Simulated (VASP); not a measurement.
# PbSe (Cmcm) in VASP: further runs

PbSe is run at these levels: PBEsol; tasks: single point, relaxation of cell and atoms.

Program: VASP 6.6.1. These are calculated values, not measurements. Logs are shortened: lines on timing, memory, paths and dates and some standing lists are left out, and cuts for length are marked.

**1. The cell of the first run**

The structure is orthorhombic, space group Cmcm (No. 63). Conventional cell: a = 4.234 Å, b = 11.825 Å, c = 4.417 Å, α = 90.00°, β = 90.00°, γ = 90.00°. Pb (site symmetry m2m) has 7 Se at 2.82 to 3.75 Å and 2 Pb at 3.75 Å within 3.8 Å. Se (site symmetry m2m) has 7 Pb at 2.82 to 3.75 Å and 2 Se at 3.85 Å within 3.9 Å.

**2. Single point, PBEsol**

The input, INCAR:

```
SYSTEM = PbSe
  PREC = Accurate
  ENCUT = 520
  EDIFF = 1E-6
  ISMEAR = 0
  SIGMA = 0.01
  LREAL = .FALSE.
  LASPH = .TRUE.
  NELM = 100
  ALGO = Normal
  ISIF = 2
  LWAVE = .FALSE.
  LCHARG = .FALSE.
  GGA = PS
  NBANDS = 28
```

The input, KPOINTS:

```
regular mesh
0
G
  6 6 6
  0 0 0
```

The input, POSCAR:

```
PbSe
1.0
    2.1171704093     -5.9125086993      0.0000000000
    2.1171704093      5.9125086993      0.0000000000
    0.0000000000      0.0000000000      4.4167429962
Pb Se
2 2
Direct
    0.6279303885      0.3720696115      0.7500000000
    0.3720696115      0.6279303885      0.2500000000
    0.8664589430      0.1335410570      0.7500000000
    0.1335410570      0.8664589430      0.2500000000
```

Potentials or basis: VASP PAW PBE potentials, release 64 (Pb_d, Se).

Started as:

```bash
$ cat potpaw_PBE.64/Pb_d/POTCAR potpaw_PBE.64/Se/POTCAR > POTCAR
$ mpirun -np 1 vasp_std > vasp.out
```

OUTCAR:

```text
SYSTEM = PbSe
   PREC = Accurate
   ENCUT = 520
   EDIFF = 1E-6
   ISMEAR = 0
   LREAL = .FALSE.
   LASPH = .TRUE.
   NELM = 100
   ISIF = 2
   GGA = PS

 ion  position               nearest neighbor table
   1  0.628  0.372  0.750-   3 2.82   4 3.06   4 3.06   4 3.06   4 3.06   2 3.75   2 3.75
   2  0.372  0.628  0.250-   4 2.82   3 3.06   3 3.06   3 3.06   3 3.06   1 3.75   1 3.75
   3  0.866  0.134  0.750-   1 2.82   2 3.06   2 3.06   2 3.06   2 3.06
   4  0.134  0.866  0.250-   2 2.82   1 3.06   1 3.06   1 3.06   1 3.06

  LATTYP: Found a base centered orthorhombic cell.
 ALAT       =     4.2343408186
 B/A-ratio  =     2.7926465783
 C/A-ratio  =     1.0430768768

  Lattice vectors:

 A1 = (   2.1171704093,  -5.9125086993,   0.0000000000)
 A2 = (   2.1171704093,   5.9125086993,   0.0000000000)
 A3 = (   0.0000000000,   0.0000000000,   4.4167429962)

Analysis of symmetry for initial positions (statically):
=====================================================================
 Subroutine PRICEL returns:
 Original cell was already a primitive cell.

 Routine SETGRP: Setting up the symmetry group for a
 base centered orthorhombic supercell.

 Subroutine GETGRP returns: Found  8 space group operations
 (whereof  4 operations were pure point group operations)
 out of a pool of  8 trial point group operations.

The static configuration has the point symmetry C_2h.
 The point group associated with its full space group is D_2h.

Analysis of symmetry for dynamics (positions and initial velocities):
=====================================================================
 Subroutine PRICEL returns:
 Original cell was already a primitive cell.

 Routine SETGRP: Setting up the symmetry group for a
 base centered orthorhombic supercell.

 Subroutine GETGRP returns: Found  8 space group operations
 (whereof  4 operations were pure point group operations)
 out of a pool of  8 trial point group operations.

The dynamic configuration has the point symmetry C_2h.
 The point group associated with its full space group is D_2h.

 Subroutine INISYM returns: Found  8 space group operations
 (whereof  4 operations are pure point group operations),
 and found     1 'primitive' translations

----------------------------------------------------------------------------------------

                                     Primitive cell

  volume of cell :     110.5757

  direct lattice vectors                    reciprocal lattice vectors
     2.117170409 -5.912508699  0.000000000     0.236164268 -0.084566472  0.000000000
     2.117170409  5.912508699  0.000000000     0.236164268  0.084566472  0.000000000
     0.000000000  0.000000000  4.416742996     0.000000000  0.000000000  0.226411181

  length of vectors
     6.280140895  6.280140895  4.416742996     0.250848659  0.250848659  0.226411181

  position of ions in fractional coordinates (direct lattice)
     0.627930388  0.372069612  0.750000000
     0.372069612  0.627930388  0.250000000
     0.866458943  0.133541057  0.750000000
     0.133541057  0.866458943  0.250000000

  ion indices of the primitive-cell ions
   primitive index   ion index
                 1           1
                 2           2
                 3           3
                 4           4

----------------------------------------------------------------------------------------

 KPOINTS: regular mesh

Automatic generation of k-mesh.
 Grid dimensions read from file:
 generate k-points for:    6    6    6

 Generating k-lattice:

  Cartesian coordinates                     Fractional coordinates (reciprocal lattice)
     0.039360711 -0.014094412  0.000000000     0.166666667  0.000000000  0.000000000
     0.039360711  0.014094412  0.000000000     0.000000000  0.166666667  0.000000000
     0.000000000  0.000000000  0.037735197     0.000000000  0.000000000  0.166666667

  Length of vectors
     0.041808110  0.041808110  0.037735197

  Shift w.r.t. Gamma in fractional coordinates (k-lattice)
     0.000000000  0.000000000  0.000000000

 Subroutine IBZKPT returns following result:
 ===========================================

 Found     52 irreducible k-points:

 Following reciprocal coordinates:
            Coordinates               Weight
  0.000000  0.000000  0.000000      1.000000
  0.166667 -0.000000  0.000000      4.000000
  0.333333  0.000000  0.000000      4.000000
  0.500000 -0.000000  0.000000      2.000000
  0.166667  0.166667  0.000000      2.000000
  0.333333  0.166667  0.000000      4.000000
[... 16 lines left out ...]
  0.333333  0.333333  0.166667      4.000000
  0.500000  0.333333  0.166667      8.000000
 [... further k-points ...]
   k-points           NKPTS =     52   k-points in BZ     NKDIM =     52   number of bands    NBANDS=     28
   number of dos      NEDOS =    301   number of ions     NIONS =      4
   total plane-waves  NPLWV =  82944
   dimension x,y,z NGX =    48 NGY =   48 NGZ =   36
   dimension x,y,z NGXF=    96 NGYF=   96 NGZF=   72
   ions per type =               2   2
   NGX,Y,Z   is equivalent  to a cutoff of  12.71, 12.71, 13.55 a.u.
   NGXF,Y,Z  is equivalent  to a cutoff of  25.41, 25.41, 27.10 a.u.
 SYSTEM =  PbSe
   PREC   = accura    normal or accurate (medium, high low for compatibility)
   ISTART =      0    job   : 0-new  1-cont  2-samecut
   ICHARG =      2    charge: 1-file 2-atom 10-const
   ISPIN  =      1    spin polarized calculation?
   LNONCOLLINEAR =      F non collinear calculations
   LSORBIT =      F    spin-orbit coupling
   LASPH  =      T    aspherical Exc in radial PAW
   ENCUT  =  520.0 eV  38.22 Ry    6.18 a.u.  11.68 11.68  8.21*2*pi/ulx,y,z
   NELM   =    100;   NELMIN=  2; NELMDL= -5     # of ELM steps
   EDIFF  = 0.1E-05   stopping-criterion for ELM
   LREAL  =      F    real-space projection
   EDIFFG = 0.1E-04   stopping-criterion for IOM
   NSW    =      0    number of steps for IOM
   IBRION =     -1    ionic relax: 0-MD 1-quasi-New 2-CG
   NFREE  =      0    steps in history (QN), initial steepest desc. (CG)
   ISIF   =      2    stress and relaxation
   ISYM   =      2    0-nonsym 1-usesym 2-fastsym
   POTIM  = 0.5000    time-step for ionic-motion
   TEBEG  =    0.0;   TEEND  =   0.0 temperature during run
   PSTRESS=    0.0 pullay stress
   NELECT =      40.0000    total number of electrons
   NUPDOWN=      -1.0000    fix difference up-down
   EMIN   =  10.00;   EMAX   =-10.00  energy-range for DOS
   EFERMI =   0.00;   METHOD = LEGACY
   ISMEAR =     0;   SIGMA  =   0.01  broadening in eV -4-tet -1-fermi 0-gaus
   EFERMI_NEDOS =   21; number of points for ismear=-14 and -15
   IALGO  =     38    algorithm
   IMIX   =      4    mixing-type and parameters
     AMIX     =   0.40;   BMIX     =  1.00
     AMIX_MAG =   1.60;   BMIX_MAG =  1.00
  volume/ion in A,a.u.               =      27.64       186.55
  Fermi-wavevector in a.u.,A,eV,Ry     =   1.166474  2.204315 18.512912  1.360661
  Thomas-Fermi vector in A             =   2.302986
   LORBIT       =      0    0 simple, 1 ext, 2 COOP (PROOUT), +10 PAW based schemes
   GGA     = PS    functional components
   LHFCALC =     F    Hartree Fock is set to
   AEXX    =    0.0000 exact exchange contribution
   IVDW    =     0    specifies the selected vdW correction
   LEPSILON=     F    determine dielectric tensor
   LRPA    =     F    only Hartree local field effects (RPA)
 non-spin polarized calculation
 Gauss-broadening in eV      SIGMA  =   0.01
  energy-cutoff  :      520.00
  volume of cell :      110.58
 maximum number of plane-waves:      2998
   NGX = 23   NGY = 23   NGZ = 17

 number of electron      40.0000001 magnetization

 Free energy of the ion-electron system (eV)
  ---------------------------------------------------
  ext. energy  EPLUGINS =         0.00000000
  ---------------------------------------------------
  free energy    TOTEN  =       -17.66000981 eV

  energy without entropy =      -17.66000981  energy(sigma->0) =      -17.66000981

 E-fermi :   4.8915     XC(G=0):  -9.9242

 val. band max:        4.8097041492   @ k =   0.0000   0.0000   0.5000
 cond. band min:       5.7106449101   @ k =   0.3333   0.3333   0.1667
 fundamental gap:      0.9009407608
 Fermi energy:         4.8914623812

 k-point     1 :       0.0000    0.0000    0.0000
  band No.  band energies     occupation
      1     -11.6939      2.00000
      2     -11.5968      2.00000
      3     -11.5929      2.00000
      4     -11.5730      2.00000
      5     -11.5499      2.00000
      6     -11.5468      2.00000
[... 20 lines left out ...]
     27      10.4956      0.00000
     28      11.4428      0.00000

 k-point     2 :       0.1667   -0.0000    0.0000
  band No.  band energies     occupation
      1     -11.6772      2.00000
      2     -11.5945      2.00000
      3     -11.5861      2.00000
      4     -11.5615      2.00000
      5     -11.5595      2.00000
      6     -11.5505      2.00000
[... 20 lines left out ...]
     27      10.8380      0.00000
     28      11.7207      0.00000

 k-point     3 :       0.3333    0.0000    0.0000
  band No.  band energies     occupation
      1     -11.6395      2.00000
      2     -11.5923      2.00000
      3     -11.5806      2.00000
      4     -11.5777      2.00000
      5     -11.5554      2.00000
      6     -11.5551      2.00000
[... 20 lines left out ...]
     27      12.3462      0.00000
     28      12.5188      0.00000

 k-point     4 :       0.5000   -0.0000    0.0000
  band No.  band energies     occupation
      1     -11.6096      2.00000
      2     -11.5927      2.00000
      3     -11.5920      2.00000
      4     -11.5879      2.00000
      5     -11.5603      2.00000
      6     -11.5551      2.00000
[... 578 lines left out ...]
     27      10.3547      0.00000
     28      11.9802      0.00000

 k-point    23 :       0.3333    0.3333    0.1667
  band No.  band energies     occupation
      1     -11.6356      2.00000
      2     -11.6063      2.00000
      3     -11.5904      2.00000
      4     -11.5680      2.00000
      5     -11.5587      2.00000
      6     -11.5537      2.00000
[... 20 lines left out ...]
     27      11.8576      0.00000
     28      12.2703      0.00000

 k-point    24 :       0.5000    0.3333    0.1667
  band No.  band energies     occupation
      1     -11.6558      2.00000
      2     -11.5886      2.00000
      3     -11.5796      2.00000
      4     -11.5660      2.00000
      5     -11.5548      2.00000
      6     -11.5522      2.00000
[... 20 lines left out ...]
     27      11.8291      0.00000
     28      12.0864      0.00000

 [... further k-points ...]

------------------------ aborting loop because EDIFF is reached ----------------------------------------

  FORCE on cell =-STRESS in cart. coord.  units (eV):
  Direction    XX          YY          ZZ          XY          YZ          ZX
  --------------------------------------------------------------------------------------
  -------------------------------------------------------------------------------------
  Total        0.0070226      0.0221003      0.0104029      0.0000000     -0.0000000      0.0000000
  in kB        0.1017540      0.3202203      0.1507313      0.0000000     -0.0000000      0.0000000
  external PRESSURE =       0.1909019 kB  Pullay stress =       0.0000000 kB

 VOLUME and BASIS-vectors are now :
 -----------------------------------------------------------------------------
  energy-cutoff  :      520.00
  volume of cell :      110.58
      direct lattice vectors                 reciprocal lattice vectors
     2.117170409 -5.912508699  0.000000000     0.236164268 -0.084566472  0.000000000
     2.117170409  5.912508699  0.000000000     0.236164268  0.084566472  0.000000000
     0.000000000  0.000000000  4.416742996     0.000000000  0.000000000  0.226411181

 POSITION                                       TOTAL-FORCE (eV/Angst)
 -----------------------------------------------------------------------------------
      2.11717     -1.51278      3.31256         0.000000      0.008374      0.000000
      2.11717      1.51278      1.10419         0.000000     -0.008374     -0.000000
      2.11717     -4.33338      3.31256         0.000000     -0.008862      0.000000
      2.11717      4.33338      1.10419         0.000000      0.008862      0.000000
 -----------------------------------------------------------------------------------
    total drift:                                0.000000      0.000000      0.000000

  FREE ENERGIE OF THE ION-ELECTRON SYSTEM (eV)
  ---------------------------------------------------
  free  energy   TOTEN  =       -17.6600098121 eV

  energy  without entropy=      -17.6600098121  energy(sigma->0) =      -17.66000981
```

Run time: 4.6 min. Hardware: 1 thread of AMD EPYC 7R13, shared host; peak memory 0.31 GiB.

Results:

```
Free energy            : -17.6600 eV
Pressure               : 0.0 GPa
Largest force          : 0.009 eV/Å
Band gap on the k mesh : 0.90 eV (least direct gap 1.07 eV)
```

Forces in eV/Å, atoms in the order of the input:
```
Pb   0.000  0.008  0.000
Pb   0.000 -0.008  0.000
Se   0.000 -0.009  0.000
Se   0.000  0.009  0.000
```

Caveat: the PAW data sets were made with another functional, which shifts forces and pressure a little; spin-orbit coupling is left out, which moves the levels of the heavy elements. A k mesh can miss the band edges.

**3. Relaxation of cell and atoms, PBEsol**

This run uses another cell than the first one, of 29.41 Å³/atom.

The input, INCAR:

```
PREC = Accurate
ENCUT = 600
EDIFF = 1E-6
ISMEAR = 0
SIGMA = 0.01
LREAL = F
LASPH = T
NELM = 60
ALGO = Normal
ISIF = 3
LWAVE = F
LCHARG = F
GGA = PS
IBRION = 2
NSW = 80
EDIFFG = -0.01
```

The input, KPOINTS:

```
Automatic mesh
0
Gamma
  6 6 6
```

The input, POSCAR:

```
PbSe
1.0
    2.1548800000     -6.1339500000      0.0000000000
    2.1548800000      6.1339500000      0.0000000000
    0.0000000000      0.0000000000      4.4504900000
Pb Se
2 2
Direct
    0.6317600000      0.3682400000      0.7500000000
    0.3682400000      0.6317600000      0.2500000000
    0.8612900000      0.1387100000      0.7500000000
    0.1387100000      0.8612900000      0.2500000000
```

Potentials or basis: VASP PAW PBE potentials, release 64 (Pb_d, Se).

Started as:

```bash
$ cat potpaw_PBE.64/Pb_d/POTCAR potpaw_PBE.64/Se/POTCAR > POTCAR
$ mpirun -np 1 vasp_std > vasp.out
```

It took 57 min on 1 thread of AMD EPYC 7R13, shared host; peak memory 0.41 GiB.

The run converged. Its results:

| Property | Result |
| --- | --- |
| Free energy | -17.6607 eV |
| Relaxed volume | 27.65 Å³/atom |
| Relaxed cell | a = 6.281 Å, b = 6.281 Å, c = 4.419 Å, α = 90.00°, β = 90.00°, γ = 140.62° |
| Space group after relaxing (to 0.1 Å) | Cmcm (No. 63) |
| Energy gained by relaxing | 10.5 meV/atom |
| Ionic steps | 16 |
| Pressure after relaxing | 0.0 GPa |
| Largest force after relaxing | 0.008 eV/Å |
| Band gap on the k mesh | 0.89 eV (least direct gap 1.07 eV) |

Forces in eV/Å, atoms in the order of the input:
```
Pb   0.000 -0.008  0.000
Pb   0.000  0.008  0.000
Se   0.000 -0.003  0.000
Se   0.000  0.003  0.000
```

Step by step:
```tsv
step	energy change (eV)	largest force (eV/Å)	pressure (GPa)	volume (Å³)
1	0.0000	0.0563	-1.69	117.65
2	-0.0217	0.2042	0.53	112.44
3	-0.0234	0.1691	0.02	113.48
4	-0.0276	0.1179	0.00	113.10
5	-0.0315	0.0138	-0.01	112.28
6	-0.0346	0.0120	-0.04	112.04
7	-0.0404	0.0053	-0.08	111.31
8	-0.0349	0.0380	-0.02	109.82
9	-0.0413	0.0067	-0.07	110.94
10	-0.0414	0.0097	-0.08	110.88
11	-0.0417	0.0098	0.01	110.67
12	-0.0417	0.0135	0.07	110.54
13	-0.0417	0.0208	0.19	110.29
14	-0.0417	0.0165	0.14	110.44
15	-0.0419	0.0118	0.10	110.49
16	-0.0421	0.0083	0.02	110.59
```

Final structure:
```
CELL_PARAMETERS angstrom
2.11607 -5.91336 0.00000
2.11607 5.91336 0.00000
0.00000 0.00000 4.41898
ATOMIC_POSITIONS crystal
Pb 0.62760 0.37240 0.75000
Pb 0.37240 0.62760 0.25000
Se 0.86633 0.13367 0.75000
Se 0.13367 0.86633 0.25000
```

Levels at points of the mesh, in eV from the valence-band top:
```csv
k point,band 17,band 18,band 19,band 20,band 21,band 22,band 23,band 24
"(0.00, 0.00, 0.00)",-2.22,-1.82,-1.45,-0.58,4.21,4.32,4.77,5.27
"(0.50, 0.00, 0.00)",-1.43,-1.01,-0.64,-0.28,1.42,1.43,1.53,2.66
"(0.50, 0.50, 0.00)",-2.20,-1.54,-1.17,-0.81,1.09,4.11,4.22,4.44
"(0.00, 0.00, 0.50)",-0.98,-0.98,0.00,0.00,1.37,1.37,2.22,2.22
"(0.50, 0.00, 0.50)",-3.47,-3.47,-1.32,-1.32,2.98,2.98,5.62,5.62
"(0.50, 0.50, 0.50)",-0.93,-0.93,-0.51,-0.51,1.20,1.20,2.83,2.83
```

Caveat: the PAW data sets were made with another functional, which shifts forces and pressure a little; spin-orbit coupling is left out, which moves the levels of the heavy elements.
